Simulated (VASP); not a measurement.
# Cu (I4/mmm) in VASP: notebook

The runs below take Cu through single point, with PBE.

All numbers are computed with VASP 6.6.1; they aren't measurements. Logs are shortened: lines on timing, memory, paths and dates and some standing lists are left out, and cuts for length are marked.

### Step 1. The cell of the first run

The structure is tetragonal, space group I4/mmm (No. 139). The conventional cell has a = 2.886 Å, b = 2.886 Å, c = 2.752 Å, α = 90.00°, β = 90.00°, γ = 90.00°. Within 3.2 Å of Cu (site symmetry 4/mmm) lie 14 Cu at 2.46 to 2.89 Å.

### Step 2. Single point, PBE

INCAR reads:

```
ALGO = Normal
EDIFF = 1E-6
ENCUT = 520
GGA = PE
ISIF = 2
ISMEAR = 1
LASPH = T
LCHARG = T
LELF = T
LREAL = F
LVHAR = T
LWAVE = F
NBANDS = 12
NELM = 60
PREC = Accurate
SIGMA = 0.2
```

KPOINTS reads:

```
k-points
0
Gamma
  20 20 20
```

POSCAR reads:

```
Cu
1.0
   -1.4427933200      1.4427933200      1.3760814500
    1.4427933200     -1.4427933200      1.3760814500
    1.4427933200      1.4427933200     -1.3760814500
Cu
1
Direct
    0.0000000000      0.0000000000      0.0000000000
```

Potentials or basis: VASP PAW PBE potentials, release 64 (Cu).

Command:

```sh
$ cat potpaw_PBE.64/Cu/POTCAR > POTCAR
$ mpirun -np 1 vasp_std > vasp.out
```

OUTCAR:

```text
EDIFF = 1E-6
   ENCUT = 520
   GGA = PE
   ISIF = 2
   ISMEAR = 1
   LASPH = T
   LREAL = F
   NELM = 60
   PREC = Accurate

 ion  position               nearest neighbor table
   1  0.000  0.000  0.000-

  LATTYP: Found a body centered tetragonal cell.
 ALAT       =     2.8855866400
 C/A-ratio  =     0.9537620052

  Lattice vectors:

 A1 = (  -1.4427933200,   1.4427933200,   1.3760814500)
 A2 = (   1.4427933200,  -1.4427933200,   1.3760814500)
 A3 = (   1.4427933200,   1.4427933200,  -1.3760814500)

Analysis of symmetry for initial positions (statically):
=====================================================================
 Subroutine PRICEL returns:
 Original cell was already a primitive cell.

 Routine SETGRP: Setting up the symmetry group for a
 body centered tetragonal supercell.

 Subroutine GETGRP returns: Found 16 space group operations
 (whereof 16 operations were pure point group operations)
 out of a pool of 16 trial point group operations.

The static configuration has the point symmetry D_4h.

Analysis of symmetry for dynamics (positions and initial velocities):
=====================================================================
 Subroutine PRICEL returns:
 Original cell was already a primitive cell.

 Routine SETGRP: Setting up the symmetry group for a
 body centered tetragonal supercell.

 Subroutine GETGRP returns: Found 16 space group operations
 (whereof 16 operations were pure point group operations)
 out of a pool of 16 trial point group operations.

The dynamic configuration has the point symmetry D_4h.

 Subroutine INISYM returns: Found 16 space group operations
 (whereof 16 operations are pure point group operations),
 and found     1 'primitive' translations

----------------------------------------------------------------------------------------

                                     Primitive cell

  volume of cell :      11.4581

  direct lattice vectors                    reciprocal lattice vectors
    -1.442793320  1.442793320  1.376081450     0.000000000  0.346549983  0.363350585
     1.442793320 -1.442793320  1.376081450     0.346549983  0.000000000  0.363350585
     1.442793320  1.442793320 -1.376081450     0.346549983  0.346549983  0.000000000

  length of vectors
     2.461078074  2.461078074  2.461078074     0.502116060  0.502116060  0.490095685

  position of ions in fractional coordinates (direct lattice)
     0.000000000  0.000000000  0.000000000

  ion indices of the primitive-cell ions
   primitive index   ion index
                 1           1

----------------------------------------------------------------------------------------

 KPOINTS: k-points

Automatic generation of k-mesh.
 Grid dimensions read from file:
 generate k-points for:   20   20   20

 Generating k-lattice:

  Cartesian coordinates                     Fractional coordinates (reciprocal lattice)
     0.000000000  0.017327499  0.018167529     0.050000000 -0.000000000  0.000000000
     0.017327499  0.000000000  0.018167529    -0.000000000  0.050000000  0.000000000
     0.017327499  0.017327499  0.000000000     0.000000000  0.000000000  0.050000000

  Length of vectors
     0.025105803  0.025105803  0.024504784

  Shift w.r.t. Gamma in fractional coordinates (k-lattice)
     0.000000000  0.000000000  0.000000000

 Subroutine IBZKPT returns following result:
 ===========================================

 Found    641 irreducible k-points:

 Following reciprocal coordinates:
            Coordinates               Weight
  0.000000  0.000000  0.000000      1.000000
  0.050000 -0.000000  0.000000      8.000000
  0.100000 -0.000000  0.000000      8.000000
  0.150000 -0.000000  0.000000      8.000000
  0.200000 -0.000000  0.000000      8.000000
  0.250000 -0.000000  0.000000      8.000000
[... 16 lines left out ...]
 -0.400000  0.050000 -0.000000     16.000000
 -0.350000  0.050000  0.000000     16.000000
 [... further k-points ...]
   k-points           NKPTS =    641   k-points in BZ     NKDIM =    641   number of bands    NBANDS=     12
   number of dos      NEDOS =    301   number of ions     NIONS =      1
   total plane-waves  NPLWV =   5832
   dimension x,y,z NGX =    18 NGY =   18 NGZ =   18
   dimension x,y,z NGXF=    36 NGYF=   36 NGZF=   36
   ions per type =               1
   NGX,Y,Z   is equivalent  to a cutoff of  12.16, 12.16, 12.16 a.u.
   NGXF,Y,Z  is equivalent  to a cutoff of  24.32, 24.32, 24.32 a.u.
 SYSTEM =  unknown system
   PREC   = accura    normal or accurate (medium, high low for compatibility)
   ISTART =      0    job   : 0-new  1-cont  2-samecut
   ICHARG =      2    charge: 1-file 2-atom 10-const
   ISPIN  =      1    spin polarized calculation?
   LNONCOLLINEAR =      F non collinear calculations
   LSORBIT =      F    spin-orbit coupling
   LASPH  =      T    aspherical Exc in radial PAW
   ENCUT  =  520.0 eV  38.22 Ry    6.18 a.u.   4.58  4.58  4.58*2*pi/ulx,y,z
   NELM   =     60;   NELMIN=  2; NELMDL= -5     # of ELM steps
   EDIFF  = 0.1E-05   stopping-criterion for ELM
   LREAL  =      F    real-space projection
   EDIFFG = 0.1E-04   stopping-criterion for IOM
   NSW    =      0    number of steps for IOM
   IBRION =     -1    ionic relax: 0-MD 1-quasi-New 2-CG
   NFREE  =      0    steps in history (QN), initial steepest desc. (CG)
   ISIF   =      2    stress and relaxation
   ISYM   =      2    0-nonsym 1-usesym 2-fastsym
   POTIM  = 0.5000    time-step for ionic-motion
   TEBEG  =    0.0;   TEEND  =   0.0 temperature during run
   PSTRESS=    0.0 pullay stress
   NELECT =      11.0000    total number of electrons
   NUPDOWN=      -1.0000    fix difference up-down
   EMIN   =  10.00;   EMAX   =-10.00  energy-range for DOS
   EFERMI =   0.00;   METHOD = LEGACY
   ISMEAR =     1;   SIGMA  =   0.20  broadening in eV -4-tet -1-fermi 0-gaus
   EFERMI_NEDOS =   21; number of points for ismear=-14 and -15
   IALGO  =     38    algorithm
   IMIX   =      4    mixing-type and parameters
     AMIX     =   0.40;   BMIX     =  1.00
     AMIX_MAG =   1.60;   BMIX_MAG =  1.00
  volume/ion in A,a.u.               =      11.46        77.32
  Fermi-wavevector in a.u.,A,eV,Ry     =   1.614984  3.051878 35.486359  2.608174
  Thomas-Fermi vector in A             =   2.709805
   LORBIT       =      0    0 simple, 1 ext, 2 COOP (PROOUT), +10 PAW based schemes
   GGA     = PE    functional components
   LHFCALC =     F    Hartree Fock is set to
   AEXX    =    0.0000 exact exchange contribution
   IVDW    =     0    specifies the selected vdW correction
   LEPSILON=     F    determine dielectric tensor
   LRPA    =     F    only Hartree local field effects (RPA)
 non-spin polarized calculation
 Methfessel and Paxton  Order N= 1 SIGMA  =   0.20
  energy-cutoff  :      520.00
  volume of cell :       11.46
 maximum number of plane-waves:       327
   NGX =  9   NGY =  9   NGZ =  9

 number of electron      10.9999998 magnetization

 Free energy of the ion-electron system (eV)
  ---------------------------------------------------
  ext. energy  EPLUGINS =         0.00000000
  ---------------------------------------------------
  free energy    TOTEN  =        -3.67652482 eV

  energy without entropy =       -3.67551238  energy(sigma->0) =       -3.67618734

 E-fermi :   7.9758     XC(G=0): -12.9041

 val. band max:        7.9727721507   @ k =   0.5000   0.2000   0.1500
 cond. band min:       7.9760273593   @ k =  -0.2500   0.4000   0.2000
 fundamental gap:      0.0032552086
 Fermi energy:         7.9758435934

 k-point     1 :       0.0000    0.0000    0.0000
  band No.  band energies     occupation
      1      -1.6116      2.00000
      2       4.6410      2.00000
      3       4.8350      2.00000
      4       4.8350      2.00000
      5       5.7056      2.00000
      6       5.9133      2.00000
      7      32.8395      0.00000
      8      32.8395      0.00000
      9      34.0854      0.00000
     10      36.9081      0.00000
     11      36.9081      0.00000
     12      36.9227      0.00000

 k-point     2 :       0.0500   -0.0000    0.0000
  band No.  band energies     occupation
      1      -1.5113      2.00000
      2       4.6487      2.00000
      3       4.8325      2.00000
      4       4.8461      2.00000
      5       5.7057      2.00000
      6       5.8982      2.00000
      7      32.2312      0.00000
      8      32.5711      0.00000
      9      33.3011      0.00000
     10      35.5467      0.00000
     11      35.8296      0.00000
     12      36.3001      0.00000

 k-point     3 :       0.1000   -0.0000    0.0000
  band No.  band energies     occupation
      1      -1.2130      2.00000
      2       4.6308      2.00000
      3       4.8214      2.00000
      4       4.9201      2.00000
      5       5.7053      2.00000
      6       5.8628      2.00000
      7      30.2060      0.00000
      8      31.9395      0.00000
      9      31.9453      0.00000
     10      33.8851      0.00000
     11      34.8835      0.00000
     12      36.0444      0.00000
[... 286 lines left out ...]
 k-point    23 :      -0.4000    0.0500   -0.0000
  band No.  band energies     occupation
      1       2.4759      2.00000
      2       4.0656      2.00000
      3       5.3199      2.00000
      4       5.7890      2.00000
      5       5.9816      2.00000
      6       6.4632      2.00000
      7      16.2026      0.00000
      8      24.9722      0.00000
      9      26.2942      0.00000
     10      30.3107      0.00000
     11      33.2886      0.00000
     12      41.7360      0.00000

 k-point    24 :      -0.3500    0.0500    0.0000
  band No.  band energies     occupation
      1       1.9345      2.00000
      2       4.1619      2.00000
      3       4.8709      2.00000
      4       5.7547      2.00000
      5       5.8962      2.00000
      6       6.1256      2.00000
      7      18.4778      0.00000
      8      25.5814      0.00000
      9      27.1122      0.00000
     10      30.6251      0.00000
     11      33.5339      0.00000
     12      40.2448      0.00000

 [... further k-points ...]
[... 5 lines left out ...]
  --------------------------------------------------------------------------------------
  -------------------------------------------------------------------------------------
  Total        0.5717368      0.5717368      0.5392401      0.0000000     -0.0000000      0.0000000
  in kB       79.9455562     79.9455562     75.4015682      0.0000000     -0.0000000      0.0000000
  external PRESSURE =      78.4308935 kB  Pullay stress =       0.0000000 kB

 VOLUME and BASIS-vectors are now :
 -----------------------------------------------------------------------------
  energy-cutoff  :      520.00
  volume of cell :       11.46
      direct lattice vectors                 reciprocal lattice vectors
    -1.442793320  1.442793320  1.376081450     0.000000000  0.346549983  0.363350585
     1.442793320 -1.442793320  1.376081450     0.346549983  0.000000000  0.363350585
     1.442793320  1.442793320 -1.376081450     0.346549983  0.346549983  0.000000000

 POSITION                                       TOTAL-FORCE (eV/Angst)
 -----------------------------------------------------------------------------------
      0.00000      0.00000      0.00000        -0.000000      0.000000     -0.000000
 -----------------------------------------------------------------------------------
    total drift:                                0.000000      0.000000      0.000000

  FREE ENERGIE OF THE ION-ELECTRON SYSTEM (eV)
  ---------------------------------------------------
  free  energy   TOTEN  =        -3.6765248249 eV

  energy  without entropy=       -3.6755123759  energy(sigma->0) =       -3.67618734
```

It took 34 s on 1 thread of Intel Xeon 6975P-C (Granite Rapids), shared host; peak memory 0.19 GiB.

Results:

```
Free energy            : -3.6765 eV
Pressure               : 7.8 GPa
Band gap on the k mesh : zero (an odd number of electrons rules out a gap without spin polarisation)
```

Stress tensor (GPa, compression positive):
```
7.99 0.00 0.00
0.00 7.99 0.00
0.00 0.00 7.54
```

Caveat: the cell stands under pressure.

(Continued in part 2 of 2.)
